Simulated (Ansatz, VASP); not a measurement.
# As: VASP beside Ansatz

```xyz
2
Lattice="1.8797 1.0853 3.4858 -1.8797 1.0853 3.4858 0.0000 -2.1705 3.4858" Properties=species:S:1:pos:R:3 pbc="T T T"
As    0.0000    0.0000    2.3795
As    0.0000    0.0000    8.0779
```

Alike in both runs: task electric field gradients; functional PBEsol; k mesh 3 × 3 × 3; no spin polarisation.

|  | VASP | Ansatz |
| --- | --- | --- |
| version | VASP 6.6.1 | Ansatz 0.2.0 |
| potentials or method | VASP PAW PBE potentials, release 64 (As), cutoff 400 eV | scalar-relativistic, plane waves, PAW |
| occupations | tetrahedron | tetrahedron-uncorrected |
| valence electrons in the cell | 10 | 30 |

```csv
,VASP,Ansatz,Ansatz less VASP
gap on the k mesh at the Fermi level (eV),1.33,1.33,-0.003
least direct gap on the mesh (eV),1.75,1.76,+0.002
pressure (GPa),1.2,0.8,-0.37
"traceless stress, the component that is largest in VASP (GPa)",-4.79,-4.69,+0.107
rms of the force components (eV/Å),0.080,0.111,+0.0305
```

VASP's potentials were made for PBE, not for PBEsol. Atom by atom the forces differ by 0.031 eV/Å (rms over components). VASP's potentials hold 10 valence electrons a cell and Ansatz's 30, so a difference there can come from the potentials and not from the codes. Ansatz's warnings: band table not solved further, force scf threshold loose, stress scf threshold loose.

The k mesh is coarse, so the values compare programs but aren't converged.
